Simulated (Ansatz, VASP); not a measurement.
# Two plane-wave programs on KTaO3

```
K Ta O
1.0
     3.91423    0.00000    0.00000
     0.00000    3.91423    0.00000
     0.00000    0.00000    4.24185
K Ta O
1 1 3
Cartesian
  1.9571 1.9571 2.1209
  0.0000 0.0000 0.0000
  1.9571 0.0000 0.0000
  0.0000 1.9571 0.0000
  0.0000 0.0000 2.1209
```

Alike in both runs: task single point; functional PBEsol; k mesh 8 × 8 × 8; occupations gaussian, width 0.05 eV; no spin polarisation.

|  | VASP | Ansatz |
| --- | --- | --- |
| version | VASP 6.6.1 | Ansatz 0.2.0 |
| potentials or method | VASP PAW PBE potentials, release 64 (K_sv, Ta_pv, O), cutoff 520 eV | scalar-relativistic, plane waves, PAW |
| valence electrons in the cell | 38 | 40 |

|  | VASP | Ansatz | Ansatz less VASP |
| --- | --- | --- | --- |
| gap on the k mesh at the Fermi level (eV) | 1.93 | 1.98 | +0.042 |
| least direct gap on the mesh (eV) | 2.44 | 2.48 | +0.036 |
| pressure (GPa) | -2.1 | -2.8 | -0.69 |
| traceless stress, the component that is largest in VASP (GPa) | -16.64 | -16.33 | +0.304 |

VASP's potentials were made for PBE, not for PBEsol. VASP's potentials hold 38 valence electrons a cell and Ansatz's 40, so a difference there can come from the potentials and not from the codes.

Spin-orbit coupling is off throughout.
